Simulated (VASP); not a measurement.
# SnO2 in VASP: further runs, part 2 of 2

VASP 6.6.1.

## 3. Single point, PBE

Contents of INCAR:

```
SYSTEM = SnO2
ALGO = Normal ; EDIFF = 1E-7
ENCUT = 520 ; GGA = PE
ISIF = 2 ; ISMEAR = -1
LASPH = .TRUE. ; LCHARG = .TRUE.
LELF = .TRUE. ; LREAL = .FALSE.
LVHAR = .TRUE. ; LWAVE = .FALSE.
NBANDS = 35 ; NELM = 60
PREC = Accurate ; SIGMA = 0.03
```

Contents of KPOINTS:

```
k-points
0
G
  4 4 6
  0 0 0
```

Contents of POSCAR:

```
SnO2
1.0
    4.7373500000      0.0000000000      0.0000000000
    0.0000000000      4.7373500000      0.0000000000
    0.0000000000      0.0000000000      3.1864000000
Sn O
2 4
Direct
    0.0000000000      0.0000000000      0.0000000000
    0.5000000000      0.5000000000      0.5000000000
    0.3056200000      0.3056200000      0.0000000000
    0.1943800000      0.8056200000      0.5000000000
    0.6943800000      0.6943800000      0.0000000000
    0.8056200000      0.1943800000      0.5000000000
```

Potentials or basis: VASP PAW PBE potentials, release 64 (Sn_d, O).

Run with:

```bash
> cat potpaw_PBE.64/Sn_d/POTCAR potpaw_PBE.64/O/POTCAR > POTCAR
> mpirun -np 1 vasp_std > vasp.out
```

OUTCAR:

```text
SYSTEM = SnO2
   EDIFF = 1E-7
   ENCUT = 520
   GGA = PE
   ISIF = 2
   ISMEAR = -1
   LASPH = .TRUE.
   LREAL = .FALSE.
   NELM = 60
   PREC = Accurate

 ion  position               nearest neighbor table
   1  0.000  0.000  0.000-   3 2.05   5 2.05   4 2.06   6 2.06   4 2.06   6 2.06   2 3.71   2 3.71
                             2 3.71   2 3.71   2 3.71   2 3.71   2 3.71   2 3.71
   2  0.500  0.500  0.500-   4 2.05   6 2.05   5 2.06   3 2.06   3 2.06   5 2.06   1 3.71   1 3.71
                             1 3.71   1 3.71   1 3.71   1 3.71   1 3.71   1 3.71
   3  0.306  0.306  0.000-   1 2.05   2 2.06   2 2.06
   4  0.194  0.806  0.500-   2 2.05   1 2.06   1 2.06
   5  0.694  0.694  0.000-   1 2.05   2 2.06   2 2.06
   6  0.806  0.194  0.500-   2 2.05   1 2.06   1 2.06

  LATTYP: Found a simple tetragonal cell.
 ALAT       =     4.7373500000
 C/A-ratio  =     0.6726123255

  Lattice vectors:

 A1 = (   4.7373500000,   0.0000000000,   0.0000000000)
 A2 = (   0.0000000000,   4.7373500000,   0.0000000000)
 A3 = (   0.0000000000,   0.0000000000,   3.1864000000)

Analysis of symmetry for initial positions (statically):
=====================================================================
 Subroutine PRICEL returns:
 Original cell was already a primitive cell.

 Routine SETGRP: Setting up the symmetry group for a
 simple tetragonal supercell.

 Subroutine GETGRP returns: Found 16 space group operations
 (whereof  8 operations were pure point group operations)
 out of a pool of 16 trial point group operations.

The static configuration has the point symmetry D_2h.
 The point group associated with its full space group is D_4h.

Analysis of symmetry for dynamics (positions and initial velocities):
=====================================================================
 Subroutine PRICEL returns:
 Original cell was already a primitive cell.

 Routine SETGRP: Setting up the symmetry group for a
 simple tetragonal supercell.

 Subroutine GETGRP returns: Found 16 space group operations
 (whereof  8 operations were pure point group operations)
 out of a pool of 16 trial point group operations.

The dynamic configuration has the point symmetry D_2h.
 The point group associated with its full space group is D_4h.

 Subroutine INISYM returns: Found 16 space group operations
 (whereof  8 operations are pure point group operations),
 and found     1 'primitive' translations

----------------------------------------------------------------------------------------

                                     Primitive cell

  volume of cell :      71.5107

  direct lattice vectors                    reciprocal lattice vectors
     4.737350000  0.000000000  0.000000000     0.211088478  0.000000000  0.000000000
     0.000000000  4.737350000  0.000000000     0.000000000  0.211088478  0.000000000
     0.000000000  0.000000000  3.186400000     0.000000000  0.000000000  0.313833794

  length of vectors
     4.737350000  4.737350000  3.186400000     0.211088478  0.211088478  0.313833794

  position of ions in fractional coordinates (direct lattice)
     0.000000000  0.000000000  0.000000000
     0.500000000  0.500000000  0.500000000
     0.305620000  0.305620000  0.000000000
     0.194380000  0.805620000  0.500000000
     0.694380000  0.694380000  0.000000000
     0.805620000  0.194380000  0.500000000
[... 38 lines left out ...]
  0.000000  0.000000  0.000000      1.000000
  0.250000  0.000000  0.000000      4.000000
  0.500000  0.000000  0.000000      2.000000
  0.250000  0.250000  0.000000      4.000000
  0.500000  0.250000  0.000000      4.000000
  0.500000  0.500000  0.000000      1.000000
[... 16 lines left out ...]
  0.500000  0.250000  0.500000      4.000000
  0.500000  0.500000  0.500000      1.000000
   k-points           NKPTS =     24   k-points in BZ     NKDIM =     24   number of bands    NBANDS=     35
   number of dos      NEDOS =    301   number of ions     NIONS =      6
   total plane-waves  NPLWV =  31104
   dimension x,y,z NGX =    36 NGY =   36 NGZ =   24
   dimension x,y,z NGXF=    72 NGYF=   72 NGZF=   48
   ions per type =               2   4
   NGX,Y,Z   is equivalent  to a cutoff of  12.63, 12.63, 12.52 a.u.
   NGXF,Y,Z  is equivalent  to a cutoff of  25.27, 25.27, 25.04 a.u.
 SYSTEM =  SnO2
   PREC   = accura    normal or accurate (medium, high low for compatibility)
   ISTART =      0    job   : 0-new  1-cont  2-samecut
   ICHARG =      2    charge: 1-file 2-atom 10-const
   ISPIN  =      1    spin polarized calculation?
   LNONCOLLINEAR =      F non collinear calculations
   LSORBIT =      F    spin-orbit coupling
   LASPH  =      T    aspherical Exc in radial PAW
   ENCUT  =  520.0 eV  38.22 Ry    6.18 a.u.   8.81  8.81  5.92*2*pi/ulx,y,z
   NELM   =     60;   NELMIN=  2; NELMDL= -5     # of ELM steps
   EDIFF  = 0.1E-06   stopping-criterion for ELM
   LREAL  =      F    real-space projection
   EDIFFG = 0.1E-05   stopping-criterion for IOM
   NSW    =      0    number of steps for IOM
   IBRION =     -1    ionic relax: 0-MD 1-quasi-New 2-CG
   NFREE  =      0    steps in history (QN), initial steepest desc. (CG)
   ISIF   =      2    stress and relaxation
   ISYM   =      2    0-nonsym 1-usesym 2-fastsym
   POTIM  = 0.5000    time-step for ionic-motion
   TEBEG  =    0.0;   TEEND  =   0.0 temperature during run
   PSTRESS=    0.0 pullay stress
   NELECT =      52.0000    total number of electrons
   NUPDOWN=      -1.0000    fix difference up-down
   EMIN   =  10.00;   EMAX   =-10.00  energy-range for DOS
   EFERMI =   0.00;   METHOD = LEGACY
   ISMEAR =    -1;   SIGMA  =   0.03  broadening in eV -4-tet -1-fermi 0-gaus
   EFERMI_NEDOS =   21; number of points for ismear=-14 and -15
   IALGO  =     38    algorithm
   IMIX   =      4    mixing-type and parameters
     AMIX     =   0.40;   BMIX     =  1.00
     AMIX_MAG =   1.60;   BMIX_MAG =  1.00
  volume/ion in A,a.u.               =      11.92        80.43
  Fermi-wavevector in a.u.,A,eV,Ry     =   1.472150  2.781961 29.486913  2.167227
  Thomas-Fermi vector in A             =   2.587200
   LORBIT       =      0    0 simple, 1 ext, 2 COOP (PROOUT), +10 PAW based schemes
   GGA     = PE    functional components
   LHFCALC =     F    Hartree Fock is set to
   AEXX    =    0.0000 exact exchange contribution
   IVDW    =     0    specifies the selected vdW correction
   LEPSILON=     F    determine dielectric tensor
   LRPA    =     F    only Hartree local field effects (RPA)
 non-spin polarized calculation
  energy-cutoff  :      520.00
  volume of cell :       71.51
 maximum number of plane-waves:      1992
 NGX is ok and might be reduce to    36
   NGX = 17   NGY = 17   NGZ = 11

 number of electron      51.9999990 magnetization

 Free energy of the ion-electron system (eV)
  ---------------------------------------------------
  ext. energy  EPLUGINS =         0.00000000
  ---------------------------------------------------
  free energy    TOTEN  =       -37.16364894 eV

  energy without entropy =      -37.16364894  energy(sigma->0) =      -37.16364894

 E-fermi :   6.8212     XC(G=0): -11.2616

 val. band max:        6.1530642087   @ k =   0.0000   0.0000   0.0000
 cond. band min:       7.3959748431   @ k =   0.0000   0.0000   0.0000
 fundamental gap:      1.2429106344
 Fermi energy:         6.8211686578

 k-point     1 :       0.0000    0.0000    0.0000
  band No.  band energies     occupation
      1     -14.9645      2.00000
      2     -14.1641      2.00000
      3     -13.9068      2.00000
      4     -13.8794      2.00000
      5     -13.8794      2.00000
      6     -13.8162      2.00000
[... 901 lines left out ...]
     34      17.3126      0.00000
     35      19.3061      0.00000

------------------------ aborting loop because EDIFF is reached ----------------------------------------

  FORCE on cell =-STRESS in cart. coord.  units (eV):
  Direction    XX          YY          ZZ          XY          YZ          ZX
  --------------------------------------------------------------------------------------
  -------------------------------------------------------------------------------------
  Total        4.7483657      4.7483657      5.9173159      0.0000000      0.0000000      0.0000000
  in kB      106.3857612    106.3857612    132.5757519      0.0000000      0.0000000      0.0000000
  external PRESSURE =     115.1157581 kB  Pullay stress =       0.0000000 kB

 VOLUME and BASIS-vectors are now :
 -----------------------------------------------------------------------------
  energy-cutoff  :      520.00
  volume of cell :       71.51
      direct lattice vectors                 reciprocal lattice vectors
     4.737350000  0.000000000  0.000000000     0.211088478  0.000000000  0.000000000
     0.000000000  4.737350000  0.000000000     0.000000000  0.211088478  0.000000000
     0.000000000  0.000000000  3.186400000     0.000000000  0.000000000  0.313833794

 POSITION                                       TOTAL-FORCE (eV/Angst)
 -----------------------------------------------------------------------------------
      0.00000      0.00000      0.00000        -0.000000      0.000000      0.000000
      2.36868      2.36868      1.59320        -0.000000      0.000000      0.000000
      1.44783      1.44783      0.00000        -0.036497     -0.036497      0.000000
      0.92085      3.81650      1.59320         0.036497     -0.036497      0.000000
      3.28952      3.28952      0.00000         0.036497      0.036497     -0.000000
      3.81650      0.92085      1.59320        -0.036497      0.036497     -0.000000
 -----------------------------------------------------------------------------------
    total drift:                                0.000000      0.000000      0.000000

  FREE ENERGIE OF THE ION-ELECTRON SYSTEM (eV)
  ---------------------------------------------------
  free  energy   TOTEN  =       -37.1636489439 eV

  energy  without entropy=      -37.1636489439  energy(sigma->0) =      -37.16364894
```

Run time: 2.2 min. Hardware: 1 thread of AMD EPYC 7R13 (Zen 3), shared host; peak memory 0.16 GiB.

What came out:

| Property | Result |
| --- | --- |
| Free energy | -37.1636 eV |
| Pressure | 11.5 GPa |
| Largest force | 0.052 eV/Å |
| Band gap on the k mesh | 1.24 eV, direct |

Forces in eV/Å, atoms in the order of the input:
```
Sn   0.000  0.000  0.000
Sn   0.000  0.000  0.000
O   -0.036 -0.036  0.000
O    0.036 -0.036  0.000
O    0.036  0.036  0.000
O   -0.036  0.036  0.000
```

Levels at points of the mesh, in eV from the valence-band top:
| k point | band 24 | band 25 | band 26 | band 27 | band 28 | band 29 |
| --- | --- | --- | --- | --- | --- | --- |
| (0.00, 0.00, 0.00) | -0.79 | -0.79 | 0.00 | 1.24 | 6.20 | 6.33 |
| (0.50, 0.00, 0.00) | -1.20 | -0.63 | -0.63 | 4.44 | 4.44 | 7.11 |
| (0.50, 0.50, 0.00) | -1.32 | -0.91 | -0.91 | 4.87 | 4.87 | 7.54 |
| (0.00, 0.00, 0.50) | -1.67 | -1.26 | -1.26 | 6.19 | 6.19 | 9.76 |
| (0.50, 0.00, 0.50) | -1.11 | -0.71 | -0.71 | 6.47 | 6.47 | 8.06 |
| (0.50, 0.50, 0.50) | -0.96 | -0.84 | -0.84 | 4.84 | 4.84 | 8.93 |

Caveat: spin-orbit coupling is left out, which moves the levels of the heavy elements.
